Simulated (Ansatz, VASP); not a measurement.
ScF3 in VASP and in Ansatz

Contents of INCAR:

```
SYSTEM = ScF3
ALGO     = Normal         ! electronic algorithm
EDIFF    = 1E-6           ! SCF threshold, eV
ENCUT    = 520            ! plane-wave cutoff, eV
ISIF     = 2              ! what is computed and relaxed
ISMEAR   = 0              ! smearing method
LASPH    = .TRUE.         ! aspherical terms in the spheres
LCHARG   = .FALSE.        ! write CHGCAR
LREAL    = .FALSE.        ! projectors in reciprocal space
LWAVE    = .FALSE.        ! write WAVECAR
NBANDS   = 24             ! bands
NELM     = 100            ! most SCF steps
PREC     = Accurate       ! precision mode
SIGMA    = 0.05           ! smearing width, eV
```

File KPOINTS:

```
k-points
0
G
  6 6 6
  0 0 0
```

Contents of POSCAR:

```
ScF3
1.0
    4.0124500000      0.0000000000      0.0000000000
    0.0000000000      4.0124500000      0.0000000000
    0.0000000000      0.0000000000      4.0124500000
Sc F
1 3
Direct
    0.0093459109      0.0000000000      0.0000000000
    0.5000000000      0.0000000000      0.0000000000
    0.0000000000      0.5000000000      0.0000000000
    0.0000000000      0.0000000000      0.5000000000
```

Input for Ansatz:

```yaml
crystal:
  lattice:
    - [4.01245, 0.0, 0.0]
    - [0.0, 4.01245, 0.0]
    - [0.0, 0.0, 4.01245]
  atoms:
    - { symbol: Sc, position: [0.0093459109, 0.0, 0.0] }
    - { symbol: F, position: [0.5, 0.0, 0.0] }
    - { symbol: F, position: [0.0, 0.5, 0.0] }
    - { symbol: F, position: [0.0, 0.0, 0.5] }
basis:
  ecutwfc: 420
kpoints:
  mp_grid: { grid: [6, 6, 6] }
hamiltonian:
  xc: lda
scf:
  occupations: { method: gaussian, width: 0.05 }
output:
  forces: true
  stress: true
  eigenvalues: true
```

Change from the starting cell: all Sc atoms moved +0.037 Å, as atom 1 along Cartesian [1 0 0].

Alike in both runs: task single point; functional LDA; k mesh 6 × 6 × 6; occupations gaussian, width 0.05 eV; no spin polarisation.

|  | VASP | Ansatz |
| --- | --- | --- |
| version | VASP 6.6.1 | Ansatz 0.2.0 |
| potentials or method | VASP PAW LDA potentials, release 64 (Sc_sv, F), cutoff 520 eV | scalar-relativistic, plane waves, PAW |
| valence electrons in the cell | 32 | 32 |

|  | VASP | Ansatz | Ansatz less VASP |
| --- | --- | --- | --- |
| gap on the k mesh at the Fermi level (eV) | 6.19 | 6.22 | +0.029 |
| least direct gap on the mesh (eV) | 6.73 | 6.76 | +0.035 |
| pressure (GPa) | -2.2 | -2.9 | -0.66 |
| traceless stress, the component that is largest in VASP (GPa) | 0.22 | 0.21 | -0.012 |
| rms of the force components (eV/Å) | 0.140 | 0.125 | -0.0142 |

LDA's correlation is that of Perdew and Zunger in VASP and of Perdew and Wang (1992) in Ansatz. Atom by atom the forces differ by 0.014 eV/Å (rms over components).
